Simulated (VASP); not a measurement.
# SrAlZnC6N6: single point with PBE

The system is SrAlZnC6N6.

```xyz
15
Lattice="0.0000 5.0525 5.0525 5.0525 0.0000 5.0525 5.0525 5.0525 0.0000" Properties=species:S:1:pos:R:3 pbc="T T T"
Sr    7.5788    7.5788    7.5788
Al    0.0000    0.0000    0.0000
Zn    5.0525    5.0525    5.0525
C     1.8750    5.0525    5.0525
C     5.0525    5.0525    1.8750
C     5.0525    8.2300    5.0525
C     8.2300    5.0525    5.0525
C     5.0525    5.0525    8.2300
C     5.0525    1.8750    5.0525
N     3.0450    5.0525    5.0525
N     5.0525    5.0525    3.0450
N     5.0525    7.0600    5.0525
N     7.0600    5.0525    5.0525
N     5.0525    5.0525    7.0600
N     5.0525    3.0450    5.0525
```

```
Program             : VASP 6.6.1
Task                : single point
Functional          : PBE
Potentials or basis : VASP PAW PBE potentials, release 64 (Sr_sv, Al, Zn, C, N)
Cutoff              : 520 eV
k mesh              : 4 × 4 × 4
Occupations         : gaussian, width 0.1 eV
Spin                : no spin polarisation
```

- Pressure: 11.5 GPa
- Largest force: 1.695 eV/Å
- Band gap on the k mesh: zero (an odd number of electrons rules out a gap without spin polarisation)

Forces on the atoms (eV/Å):
```
Sr   0.000  0.000  0.000
Al   0.000  0.000  0.000
Zn   0.000  0.000  0.000
C    1.695  0.000  0.000
C    0.000  0.000  1.695
C    0.000 -1.695  0.000
C   -1.695  0.000  0.000
C    0.000  0.000 -1.695
C    0.000  1.695  0.000
N   -0.072  0.000  0.000
N    0.000  0.000 -0.072
N    0.000  0.072  0.000
N    0.072  0.000  0.000
N    0.000  0.000  0.072
N    0.000 -0.072  0.000
```

Levels at points of the mesh, in eV from the Fermi level:
```
           k point  band 37  band 38  band 39  band 40  band 41  band 42
(0.00, 0.00, 0.00)    -5.17    -3.48    -3.48    -0.32    -0.27    -0.27
(0.50, 0.00, 0.00)    -4.69    -3.86    -3.86     0.20     0.28     0.28
(0.50, 0.50, 0.00)    -5.11    -3.97    -3.45    -0.02     0.82     0.82
```

Run time: 4 min on 1 thread of Intel(R) Xeon(R) Platinum 8488C (Sapphire Rapids), with other jobs on the host, peak memory 0.43 GiB.

Caveat: the cell stands under pressure; forces of over 1 eV/Å act on the atoms, so gaps and moduli don't describe the material at rest.
